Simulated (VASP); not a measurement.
# Al12HO in VASP: single point with PBE

Aim: the single point of Al12HO with PBE.

Everything below comes from runs of VASP 6.6.1. Logs are shortened: lines on timing, memory, paths and dates and some standing lists are left out, and cuts for length are marked.

**1. The cell of the first run**

The cell holds a slab with vacuum, 14 atoms: a = 5.714 Å, b = 5.714 Å, c = 22.175 Å, α = 90.00°, β = 90.00°, γ = 90.00°.

**2. Single point, PBE, collinear spin, ferromagnetic start**

INCAR reads:

```
SYSTEM = Al12HO
  PREC = Accurate
  ENCUT = 520
  EDIFF = 1E-6
  ISMEAR = 0
  SIGMA = 0.1
  LREAL = .FALSE.
  LASPH = .TRUE.
  NELM = 200
  ALGO = Normal
  ISIF = 2
  LWAVE = .FALSE.
  LCHARG = .FALSE.
  ISPIN = 2
  MAGMOM = 0 0 0 0 0 0 0 0 0 0 0 0 1 0
  LORBIT = 11
  LDIPOL = .TRUE.
  IDIPOL = 3
  DIPOL = 0.5 0.5 0.290
  GGA = PE
  NBANDS = 38
  GGA_COMPAT = .FALSE.
  NELMDL = -8
```

KPOINTS reads:

```
regular mesh
0
G
  5 5 1
  0 0 0
```

POSCAR reads:

```
Al12HO
1.0
    5.7135165837      0.0000000000      0.0000000000
    0.0000000000      5.7135165837      0.0000000000
    0.0000000000      0.0000000000     22.1746954375
Al O H
12 1 1
Direct
    0.2500000000      0.2500000000      0.1803857921
    0.2500000000      0.7500000000      0.1803857921
    0.7500000000      0.2500000000      0.1803857921
    0.7500000000      0.7500000000      0.1803857921
    0.0000000000      0.0000000000      0.2744050924
    0.0000000000      0.5000000000      0.2744050924
    0.5000000000      0.0000000000      0.2744050924
    0.5000000000      0.5000000000      0.2744050924
    0.2500000000      0.2500000000      0.3686497278
    0.2500000000      0.7500000000      0.3686497278
    0.7500000000      0.2500000000      0.3686497278
    0.7500000000      0.7500000000      0.3686497278
    0.0000000000      0.0000000000      0.3618852606
    0.0000000000      0.0000000000      0.4069817086
```

Potentials or basis: VASP PAW PBE potentials, release 64 (Al, O, H).

Command:

```bash
$ cat potpaw_PBE.64/Al/POTCAR potpaw_PBE.64/O/POTCAR potpaw_PBE.64/H/POTCAR > POTCAR
$ mpirun -np 1 vasp_std > vasp.out
```

OUTCAR:

```text
SYSTEM = Al12HO
   PREC = Accurate
   ENCUT = 520
   EDIFF = 1E-6
   ISMEAR = 0
   LREAL = .FALSE.
   LASPH = .TRUE.
   NELM = 200
   ISIF = 2
   ISPIN = 2
   LORBIT = 11
   GGA = PE
   NELMDL = -8

 ion  position               nearest neighbor table
   1  0.250  0.250  0.180-   2 2.86   3 2.86   2 2.86   3 2.86   7 2.90   8 2.90   5 2.90   6 2.90

   2  0.250  0.750  0.180-   1 2.86   4 2.86   1 2.86   4 2.86   7 2.90   8 2.90   5 2.90   6 2.90

   3  0.750  0.250  0.180-   1 2.86   4 2.86   4 2.86   1 2.86   7 2.90   8 2.90   5 2.90   6 2.90

   4  0.750  0.750  0.180-   2 2.86   3 2.86   3 2.86   2 2.86   7 2.90   8 2.90   5 2.90   6 2.90

   5  0.000  0.000  0.274-  13 1.94   7 2.86   6 2.86   6 2.86   7 2.86   2 2.90   3 2.90   4 2.90
                             1 2.90  12 2.91   9 2.91  10 2.91  11 2.91
   6  0.000  0.500  0.274-   5 2.86   8 2.86   5 2.86   8 2.86   1 2.90   2 2.90   3 2.90   4 2.90
                            11 2.91  12 2.91   9 2.91  10 2.91
   7  0.500  0.000  0.274-   5 2.86   8 2.86   8 2.86   5 2.86   1 2.90   2 2.90   3 2.90   4 2.90
                            11 2.91  12 2.91   9 2.91  10 2.91
   8  0.500  0.500  0.274-   6 2.86   7 2.86   7 2.86   6 2.86   1 2.90   2 2.90   3 2.90   4 2.90
                            11 2.91  12 2.91   9 2.91  10 2.91
   9  0.250  0.250  0.369-  13 2.03  11 2.86  10 2.86  10 2.86  11 2.86   6 2.91   7 2.91   8 2.91
                             5 2.91
  10  0.250  0.750  0.369-  13 2.03  12 2.86   9 2.86   9 2.86  12 2.86   6 2.91   7 2.91   8 2.91
                             5 2.91
  11  0.750  0.250  0.369-  13 2.03  12 2.86   9 2.86  12 2.86   9 2.86   6 2.91   7 2.91   8 2.91
                             5 2.91
  12  0.750  0.750  0.369-  13 2.03  11 2.86  10 2.86  11 2.86  10 2.86   6 2.91   7 2.91   8 2.91
                             5 2.91
  13  0.000  0.000  0.362-  14 1.00   5 1.94  10 2.03  11 2.03  12 2.03   9 2.03
  14  0.000  0.000  0.407-  13 1.00

  LATTYP: Found a simple tetragonal cell.
 ALAT       =     5.7135165837
 C/A-ratio  =     3.8810940885

  Lattice vectors:

 A1 = (   5.7135165837,   0.0000000000,   0.0000000000)
 A2 = (   0.0000000000,   5.7135165837,   0.0000000000)
 A3 = (   0.0000000000,   0.0000000000,  22.1746954375)

Analysis of symmetry for initial positions (statically):
=====================================================================
 Subroutine PRICEL returns:
 Original cell was already a primitive cell.

 Routine SETGRP: Setting up the symmetry group for a
 simple tetragonal supercell.

 Subroutine GETGRP returns: Found  8 space group operations
[... 422 lines left out ...]
      3     -10.9354      1.00000
      4     -10.9354      1.00000
      5     -10.5410      1.00000
      6      -8.4817      1.00000
[... 205 lines left out ...]
     32       2.2335      0.00000
     33       2.5731      0.00000
 [bands above 33 left out]

------------------------ aborting loop because EDIFF is reached ----------------------------------------

 vacuum level on the upper side and lower side of the slab       (xc-potential included)         0.016         0.008

  FORCE on cell =-STRESS in cart. coord.  units (eV):
  Direction    XX          YY          ZZ          XY          YZ          ZX
  --------------------------------------------------------------------------------------
  -------------------------------------------------------------------------------------
  Total        3.0753511      3.0753511      4.4640209      0.0000000      0.0000000      0.0000000
  in kB        6.8067632      6.8067632      9.8803461      0.0000000      0.0000000      0.0000000
  external PRESSURE =       7.8312908 kB  Pullay stress =       0.0000000 kB

 VOLUME and BASIS-vectors are now :
 -----------------------------------------------------------------------------
  energy-cutoff  :      520.00
  volume of cell :      723.88
      direct lattice vectors                 reciprocal lattice vectors
     5.713516584  0.000000000  0.000000000     0.175023558  0.000000000  0.000000000
     0.000000000  5.713516584  0.000000000     0.000000000  0.175023558  0.000000000
     0.000000000  0.000000000 22.174695437     0.000000000  0.000000000  0.045096448

 POSITION                                       TOTAL-FORCE (eV/Angst)
 -----------------------------------------------------------------------------------
      1.42838      1.42838      4.00000         0.058615      0.058615      0.065929
      1.42838      4.28514      4.00000         0.058615     -0.058615      0.065929
      4.28514      1.42838      4.00000        -0.058615      0.058615      0.065929
      4.28514      4.28514      4.00000        -0.058615     -0.058615      0.065929
      0.00000      0.00000      6.08485         0.000000     -0.000000     -2.290549
      0.00000      2.85676      6.08485         0.000000     -0.000000      0.124630
      2.85676      0.00000      6.08485         0.000000     -0.000000      0.124630
      2.85676      2.85676      6.08485         0.000000     -0.000000     -0.208926
      1.42838      1.42838      8.17470         1.846136      1.846136     -0.164295
      1.42838      4.28514      8.17470         1.846136     -1.846136     -0.164295
      4.28514      1.42838      8.17470        -1.846136      1.846136     -0.164295
      4.28514      4.28514      8.17470        -1.846136     -1.846136     -0.164295
      0.00000      0.00000      8.02470         0.000000     -0.000000      1.329792
      0.00000      0.00000      9.02470         0.000000     -0.000000      1.313889
 -----------------------------------------------------------------------------------
    total drift:                                0.000000     -0.000000     -0.000509

  FREE ENERGIE OF THE ION-ELECTRON SYSTEM (eV)
  ---------------------------------------------------
  free  energy   TOTEN  =       -48.5638118228 eV

  energy  without entropy=      -48.5224191932  energy(sigma->0) =      -48.54311551

 vacuum level on the upper side and lower side of the slab         3.689         3.679

 total charge

# of ion       s       p       d       tot
------------------------------------------
    1        0.474   0.284   0.000   0.758
    2        0.474   0.284   0.000   0.758
    3        0.474   0.284   0.000   0.758
    4        0.474   0.284   0.000   0.758
    5        0.430   0.327   0.000   0.756
    6        0.419   0.347   0.000   0.766
    7        0.419   0.347   0.000   0.766
    8        0.437   0.326   0.000   0.764
    9        0.477   0.287   0.000   0.764
   10        0.477   0.287   0.000   0.764
   11        0.477   0.287   0.000   0.764
   12        0.477   0.287   0.000   0.764
   13        1.626   3.637   0.000   5.263
   14        0.553   0.129   0.000   0.682
--------------------------------------------------
tot          7.689   7.397   0.000  15.086

 magnetization (x)

# of ion       s       p       d       tot
------------------------------------------
    1        0.000   0.000   0.000   0.000
    2        0.000   0.000   0.000   0.000
    3        0.000   0.000   0.000   0.000
    4        0.000   0.000   0.000   0.000
    5        0.000   0.000   0.000   0.000
    6        0.000   0.000   0.000   0.000
    7        0.000   0.000   0.000   0.000
    8       -0.000   0.000   0.000  -0.000
    9        0.000   0.000   0.000   0.000
   10        0.000   0.000   0.000   0.000
   11        0.000   0.000   0.000   0.000
   12        0.000   0.000   0.000   0.000
   13        0.000  -0.000   0.000  -0.000
   14       -0.000  -0.000   0.000  -0.000
--------------------------------------------------
tot          0.000   0.000   0.000   0.000
```

Run time: 15 min. Hardware: 1 thread of Intel Xeon Platinum 8259CL at 2.50GHz (Skylake/Cascade Lake), shared host; peak memory 1 GiB.

What came out:

```
Free energy                                           : -48.5638 eV
Largest force                                         : 2.616 eV/Å
Net moment                                            : 0.00 μB per cell
Valence electrons inside the program's atomic spheres : Al 0.76, 0.77 (each value once); O 5.26; H 0.68
```

Forces in eV/Å, atoms in the order of the input:
```
Al   0.059  0.059  0.066
Al   0.059 -0.059  0.066
Al  -0.059  0.059  0.066
Al  -0.059 -0.059  0.066
Al   0.000  0.000 -2.291
Al   0.000  0.000  0.125
Al   0.000  0.000  0.125
Al   0.000  0.000 -0.209
Al   1.846  1.846 -0.164
Al   1.846 -1.846 -0.164
Al  -1.846  1.846 -0.164
Al  -1.846 -1.846 -0.164
O    0.000  0.000  1.330
H    0.000  0.000  1.314
```

Levels at points of the mesh, in eV from the Fermi level:
Spin up:
| k point | band 18 | band 19 | band 20 | band 21 | band 22 | band 23 | band 24 | band 25 |
| --- | --- | --- | --- | --- | --- | --- | --- | --- |
| (0.00, 0.00, 0.00) | -1.60 | -0.94 | -0.79 | -0.79 | -0.17 | -0.07 | 0.52 | 1.00 |
Spin down:
| k point | band 19 | band 20 | band 21 | band 22 | band 23 | band 24 |
| --- | --- | --- | --- | --- | --- | --- |
| (0.00, 0.00, 0.00) | -0.94 | -0.79 | -0.79 | -0.17 | -0.07 | 0.52 |
